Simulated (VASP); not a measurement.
# SrHg3O4 (Pm-3m) in VASP: a series of runs

SrHg3O4 is run at these levels: PBE; tasks: single point.

Program: VASP 6.6.1. These are calculated values, not measurements. Logs are shortened: lines on timing, memory, paths and dates and some standing lists are left out, and cuts for length are marked.

**1. The cell of the first run**

It takes space group Pm-3m (No. 221, cubic). The conventional cell has a = 4.927 Å, b = 4.927 Å, c = 4.927 Å, α = 90.00°, β = 90.00°, γ = 90.00°. Sr (site symmetry m-3m) has 6 O at 2.46 Å within 3.3 Å. Within 3.3 Å of Hg (site symmetry 4/mmm) lie 6 O at 2.46 Å. O (site symmetry 4/mmm) has 2 Sr at 2.46 Å and 4 Hg at 2.46 Å within 3.3 Å. Within 3.3 Å of O (site symmetry m-3m) lie 6 Hg at 2.46 Å.

**2. Single point, PBE**

File INCAR:

```
PREC = Accurate
ENCUT = 520
EDIFF = 1E-6
ISMEAR = 0
SIGMA = 0.1
LREAL = F
LASPH = T
NELM = 80
ALGO = Normal
ISIF = 2
LWAVE = F
LCHARG = F
GGA = PE
NBANDS = 45
```

File KPOINTS:

```
regular mesh
0
Gamma
  4 4 4
```

File POSCAR:

```
SrHg3O4
1.0
    4.9268316100      0.0000000000      0.0000000000
    0.0000000000      4.9268316100      0.0000000000
    0.0000000000      0.0000000000      4.9268316100
Sr Hg O
1 3 4
Direct
    0.0000000000      0.0000000000      0.0000000000
    0.0000000000      0.5000000000      0.5000000000
    0.5000000000      0.0000000000      0.5000000000
    0.5000000000      0.5000000000      0.0000000000
    0.5000000000      0.0000000000      0.0000000000
    0.5000000000      0.5000000000      0.5000000000
    0.0000000000      0.0000000000      0.5000000000
    0.0000000000      0.5000000000      0.0000000000
```

Potentials or basis: VASP PAW PBE potentials, release 64 (Sr_sv, Hg, O).

The run is started by

```console
$ cat potpaw_PBE.64/Sr_sv/POTCAR potpaw_PBE.64/Hg/POTCAR potpaw_PBE.64/O/POTCAR > POTCAR
$ mpirun -np 1 vasp_std > vasp.out
```

OUTCAR:

```text
PREC = Accurate
   ENCUT = 520
   EDIFF = 1E-6
   ISMEAR = 0
   LREAL = F
   LASPH = T
   NELM = 80
   ISIF = 2
   GGA = PE

 ion  position               nearest neighbor table
   1  0.000  0.000  0.000-   5 2.46   7 2.46   8 2.46   7 2.46   8 2.46   5 2.46   2 3.48   3 3.48
                             2 3.48   2 3.48   4 3.48   3 3.48   2 3.48   3 3.48   4 3.48   4 3.48
   2  0.000  0.500  0.500-   6 2.46   7 2.46   8 2.46   8 2.46   7 2.46   6 2.46   1 3.48   4 3.48
                             1 3.48   1 3.48   3 3.48   3 3.48   1 3.48   3 3.48   4 3.48   4 3.48
   3  0.500  0.000  0.500-   5 2.46   6 2.46   7 2.46   5 2.46   6 2.46   7 2.46   1 3.48   4 3.48
                             1 3.48   2 3.48   4 3.48   2 3.48   4 3.48   1 3.48   2 3.48   4 3.48
   4  0.500  0.500  0.000-   5 2.46   6 2.46   8 2.46   6 2.46   5 2.46   8 2.46   2 3.48   3 3.48
                             1 3.48   1 3.48   3 3.48   2 3.48   3 3.48   1 3.48   2 3.48   3 3.48
   5  0.500  0.000  0.000-   1 2.46   3 2.46   4 2.46   3 2.46   4 2.46   1 2.46
   6  0.500  0.500  0.500-   2 2.46   3 2.46   4 2.46   4 2.46   3 2.46   2 2.46
   7  0.000  0.000  0.500-   1 2.46   2 2.46   3 2.46   1 2.46   2 2.46   3 2.46
   8  0.000  0.500  0.000-   1 2.46   2 2.46   4 2.46   2 2.46   1 2.46   4 2.46

  LATTYP: Found a simple cubic cell.
 ALAT       =     4.9268316100

  Lattice vectors:

 A1 = (   4.9268316100,   0.0000000000,   0.0000000000)
 A2 = (   0.0000000000,   4.9268316100,   0.0000000000)
 A3 = (   0.0000000000,   0.0000000000,   4.9268316100)

Analysis of symmetry for initial positions (statically):
=====================================================================
 Subroutine PRICEL returns:
 Original cell was already a primitive cell.

 Routine SETGRP: Setting up the symmetry group for a
 simple cubic supercell.

 Subroutine GETGRP returns: Found 48 space group operations
 (whereof 48 operations were pure point group operations)
 out of a pool of 48 trial point group operations.

The static configuration has the point symmetry O_h .

Analysis of symmetry for dynamics (positions and initial velocities):
=====================================================================
 Subroutine PRICEL returns:
 Original cell was already a primitive cell.

 Routine SETGRP: Setting up the symmetry group for a
 simple cubic supercell.

 Subroutine GETGRP returns: Found 48 space group operations
 (whereof 48 operations were pure point group operations)
 out of a pool of 48 trial point group operations.

The dynamic configuration has the point symmetry O_h .

 Subroutine INISYM returns: Found 48 space group operations
 (whereof 48 operations are pure point group operations),
 and found     1 'primitive' translations

----------------------------------------------------------------------------------------

                                     Primitive cell

  volume of cell :     119.5923

  direct lattice vectors                    reciprocal lattice vectors
     4.926831610  0.000000000  0.000000000     0.202970201  0.000000000  0.000000000
     0.000000000  4.926831610  0.000000000     0.000000000  0.202970201  0.000000000
     0.000000000  0.000000000  4.926831610     0.000000000  0.000000000  0.202970201

  length of vectors
     4.926831610  4.926831610  4.926831610     0.202970201  0.202970201  0.202970201

  position of ions in fractional coordinates (direct lattice)
     0.000000000  0.000000000  0.000000000
     0.000000000  0.500000000  0.500000000
     0.500000000  0.000000000  0.500000000
     0.500000000  0.500000000  0.000000000
     0.500000000  0.000000000  0.000000000
     0.500000000  0.500000000  0.500000000
     0.000000000  0.000000000  0.500000000
     0.000000000  0.500000000  0.000000000

  ion indices of the primitive-cell ions
   primitive index   ion index
                 1           1
                 2           2
                 3           3
                 4           4
                 5           5
                 6           6
                 7           7
                 8           8

----------------------------------------------------------------------------------------

 KPOINTS: regular mesh

Automatic generation of k-mesh.
 Grid dimensions read from file:
 generate k-points for:    4    4    4

 Generating k-lattice:

  Cartesian coordinates                     Fractional coordinates (reciprocal lattice)
     0.050742550  0.000000000  0.000000000     0.250000000  0.000000000  0.000000000
     0.000000000  0.050742550  0.000000000     0.000000000  0.250000000  0.000000000
     0.000000000  0.000000000  0.050742550     0.000000000  0.000000000  0.250000000

  Length of vectors
     0.050742550  0.050742550  0.050742550

  Shift w.r.t. Gamma in fractional coordinates (k-lattice)
     0.000000000  0.000000000  0.000000000

 Subroutine IBZKPT returns following result:
 ===========================================

 Found     10 irreducible k-points:

 Following reciprocal coordinates:
            Coordinates               Weight
  0.000000  0.000000  0.000000      1.000000
  0.250000  0.000000  0.000000      6.000000
  0.500000  0.000000  0.000000      3.000000
  0.250000  0.250000  0.000000     12.000000
  0.500000  0.250000  0.000000     12.000000
  0.500000  0.500000  0.000000      3.000000
  0.250000  0.250000  0.250000      8.000000
  0.500000  0.250000  0.250000     12.000000
  0.500000  0.500000  0.250000      6.000000
  0.500000  0.500000  0.500000      1.000000
   k-points           NKPTS =     10   k-points in BZ     NKDIM =     10   number of bands    NBANDS=     45
   number of dos      NEDOS =    301   number of ions     NIONS =      8
   total plane-waves  NPLWV =  64000
   dimension x,y,z NGX =    40 NGY =   40 NGZ =   40
   dimension x,y,z NGXF=    80 NGYF=   80 NGZF=   80
   ions per type =               1   3   4
   NGX,Y,Z   is equivalent  to a cutoff of  13.50, 13.50, 13.50 a.u.
   NGXF,Y,Z  is equivalent  to a cutoff of  26.99, 26.99, 26.99 a.u.
 SYSTEM =  unknown system
   PREC   = accura    normal or accurate (medium, high low for compatibility)
   ISTART =      0    job   : 0-new  1-cont  2-samecut
   ICHARG =      2    charge: 1-file 2-atom 10-const
   ISPIN  =      1    spin polarized calculation?
   LNONCOLLINEAR =      F non collinear calculations
   LSORBIT =      F    spin-orbit coupling
   LASPH  =      T    aspherical Exc in radial PAW
   ENCUT  =  520.0 eV  38.22 Ry    6.18 a.u.   9.16  9.16  9.16*2*pi/ulx,y,z
   NELM   =     80;   NELMIN=  2; NELMDL= -5     # of ELM steps
   EDIFF  = 0.1E-05   stopping-criterion for ELM
   LREAL  =      F    real-space projection
   EDIFFG = 0.1E-04   stopping-criterion for IOM
   NSW    =      0    number of steps for IOM
   IBRION =     -1    ionic relax: 0-MD 1-quasi-New 2-CG
   NFREE  =      0    steps in history (QN), initial steepest desc. (CG)
   ISIF   =      2    stress and relaxation
   ISYM   =      2    0-nonsym 1-usesym 2-fastsym
   POTIM  = 0.5000    time-step for ionic-motion
   TEBEG  =    0.0;   TEEND  =   0.0 temperature during run
   PSTRESS=    0.0 pullay stress
   NELECT =      70.0000    total number of electrons
   NUPDOWN=      -1.0000    fix difference up-down
   EMIN   =  10.00;   EMAX   =-10.00  energy-range for DOS
   EFERMI =   0.00;   METHOD = LEGACY
   ISMEAR =     0;   SIGMA  =   0.10  broadening in eV -4-tet -1-fermi 0-gaus
   EFERMI_NEDOS =   21; number of points for ismear=-14 and -15
   IALGO  =     38    algorithm
   IMIX   =      4    mixing-type and parameters
     AMIX     =   0.40;   BMIX     =  1.00
     AMIX_MAG =   1.60;   BMIX_MAG =  1.00
  volume/ion in A,a.u.               =      14.95       100.88
  Fermi-wavevector in a.u.,A,eV,Ry     =   1.369430  2.587847 25.515524  1.875338
  Thomas-Fermi vector in A             =   2.495306
   LORBIT       =      0    0 simple, 1 ext, 2 COOP (PROOUT), +10 PAW based schemes
   GGA     = PE    functional components
   LHFCALC =     F    Hartree Fock is set to
   AEXX    =    0.0000 exact exchange contribution
   IVDW    =     0    specifies the selected vdW correction
   LEPSILON=     F    determine dielectric tensor
   LRPA    =     F    only Hartree local field effects (RPA)
 non-spin polarized calculation
 Gauss-broadening in eV      SIGMA  =   0.10
  energy-cutoff  :      520.00
  volume of cell :      119.59
 maximum number of plane-waves:      3238
 NGX is ok and might be reduce to    40
   NGX = 19   NGY = 19   NGZ = 19

 number of electron      69.9999965 magnetization

 Free energy of the ion-electron system (eV)
  ---------------------------------------------------
  ext. energy  EPLUGINS =         0.00000000
  ---------------------------------------------------
  free energy    TOTEN  =       -28.40286719 eV

  energy without entropy =      -28.39271684  energy(sigma->0) =      -28.39779201

 E-fermi :   2.4172     XC(G=0): -11.0984

 val. band max:        2.3905731779   @ k =   0.5000   0.5000   0.5000
 cond. band min:       2.4799009355   @ k =   0.2500   0.0000   0.0000
 fundamental gap:      0.0893277576
 Fermi energy:         2.4172464819

 k-point     1 :       0.0000    0.0000    0.0000
  band No.  band energies     occupation
      1     -29.9077      2.00000
      2     -14.9412      2.00000
      3     -14.4206      2.00000
      4     -14.3787      2.00000
      5     -14.3787      2.00000
      6     -12.2253      2.00000
[... 37 lines left out ...]
     44       9.8900      0.00000
     45      11.9678      0.00000

 k-point     2 :       0.2500    0.0000    0.0000
  band No.  band energies     occupation
      1     -29.9054      2.00000
      2     -14.9319      2.00000
      3     -14.6334      2.00000
      4     -14.4027      2.00000
      5     -14.3336      2.00000
      6     -12.2252      2.00000
[... 376 lines left out ...]
 k-point    10 :       0.5000    0.5000    0.5000
  band No.  band energies     occupation
      1     -29.8951      2.00000
      2     -14.8230      2.00000
      3     -14.8230      2.00000
      4     -14.8230      2.00000
      5     -14.5531      2.00000
      6     -11.2380      2.00000
[... 37 lines left out ...]
     44      11.1937      0.00000
     45      11.1937      0.00000

------------------------ aborting loop because EDIFF is reached ----------------------------------------

  FORCE on cell =-STRESS in cart. coord.  units (eV):
  Direction    XX          YY          ZZ          XY          YZ          ZX
  --------------------------------------------------------------------------------------
  -------------------------------------------------------------------------------------
  Total        3.9031212      3.9031212      3.9031212     -0.0000000     -0.0000000     -0.0000000
  in kB       52.2900992     52.2900992     52.2900992     -0.0000000     -0.0000000     -0.0000000
  external PRESSURE =      52.2900992 kB  Pullay stress =       0.0000000 kB

 VOLUME and BASIS-vectors are now :
 -----------------------------------------------------------------------------
  energy-cutoff  :      520.00
  volume of cell :      119.59
      direct lattice vectors                 reciprocal lattice vectors
     4.926831610  0.000000000  0.000000000     0.202970201  0.000000000  0.000000000
     0.000000000  4.926831610  0.000000000     0.000000000  0.202970201  0.000000000
     0.000000000  0.000000000  4.926831610     0.000000000  0.000000000  0.202970201

 POSITION                                       TOTAL-FORCE (eV/Angst)
 -----------------------------------------------------------------------------------
      0.00000      0.00000      0.00000         0.000000      0.000000      0.000000
      0.00000      2.46342      2.46342         0.000000      0.000000      0.000000
      2.46342      0.00000      2.46342         0.000000      0.000000      0.000000
      2.46342      2.46342      0.00000         0.000000      0.000000      0.000000
      2.46342      0.00000      0.00000         0.000000      0.000000      0.000000
      2.46342      2.46342      2.46342         0.000000      0.000000      0.000000
      0.00000      0.00000      2.46342         0.000000      0.000000      0.000000
      0.00000      2.46342      0.00000         0.000000      0.000000      0.000000
 -----------------------------------------------------------------------------------
    total drift:                                0.000000      0.000000     -0.000000

  FREE ENERGIE OF THE ION-ELECTRON SYSTEM (eV)
  ---------------------------------------------------
  free  energy   TOTEN  =       -28.4028671880 eV

  energy  without entropy=      -28.3927168377  energy(sigma->0) =      -28.39779201
```

It took 28 s on 1 thread of Intel Xeon 6975P-C (Granite Rapids), shared host; peak memory 0.26 GiB.

Results:

* Free energy: -28.4029 eV
* Pressure: 5.2 GPa
* Band gap on the k mesh: zero (band 35 reaches 2.39 eV, above the bottom of band 36 at 1.26 eV)

Caveat: spin-orbit coupling is left out, which moves the levels of the heavy elements.

**3. Single point, PBE**

This run uses another cell than the first one, of 15.54 Å³/atom, 1.040 times its volume.

File INCAR:

```
ALGO = Normal ; EDIFF = 1E-7
ENCUT = 520 ; GGA = PE
ISIF = 2 ; ISMEAR = 0
LASPH = T ; LCHARG = T
LELF = T ; LREAL = F
LVHAR = T ; LWAVE = F
NBANDS = 45 ; NELM = 80
PREC = Accurate ; SIGMA = 0.1
```

File KPOINTS:

```
k-points
0
Gamma
  4 4 4
```

POSCAR, as its differences from that of step 2:

```diff
@@ -2,5 +2,5 @@
 1.0
-    4.9268316100      0.0000000000      0.0000000000
-    0.0000000000      4.9268316100      0.0000000000
-    0.0000000000      0.0000000000      4.9268316100
+    4.9911429859      0.0000000000      0.0000000000
+    0.0000000000      4.9911429859      0.0000000000
+    0.0000000000      0.0000000000      4.9911429859
 Sr Hg O
```

Potentials or basis: VASP PAW PBE potentials, release 64 (Sr_sv, Hg, O).

The run is started by

```console
$ cat potpaw_PBE.64/Sr_sv/POTCAR potpaw_PBE.64/Hg/POTCAR potpaw_PBE.64/O/POTCAR > POTCAR
$ mpirun -np 1 vasp_std > vasp.out
```

Run time: 31 s. Hardware: 1 thread of Intel Xeon 6975P-C (Granite Rapids), shared host; peak memory 0.26 GiB.

It converged, with:

* Free energy: -28.4946 eV
* Pressure: 0.8 GPa
* Band gap on the k mesh: zero (band 35 reaches 2.01 eV, above the bottom of band 36 at 0.97 eV)

Levels at points of the mesh, in eV from the Fermi level:
```tsv
k point	band 33	band 34	band 35	band 36	band 37	band 38
(0.00, 0.00, 0.00)	-1.90	-1.07	-1.07	-1.07	0.44	0.44
(0.50, 0.00, 0.00)	-1.98	-0.95	-0.95	1.75	1.90	2.86
(0.50, 0.50, 0.00)	-0.20	-0.20	-0.12	3.12	3.15	3.15
(0.50, 0.50, 0.50)	-0.03	-0.03	-0.03	3.44	4.23	4.23
```

Caveat: spin-orbit coupling is left out, which moves the levels of the heavy elements.

(Continued in part 2 of 2.)
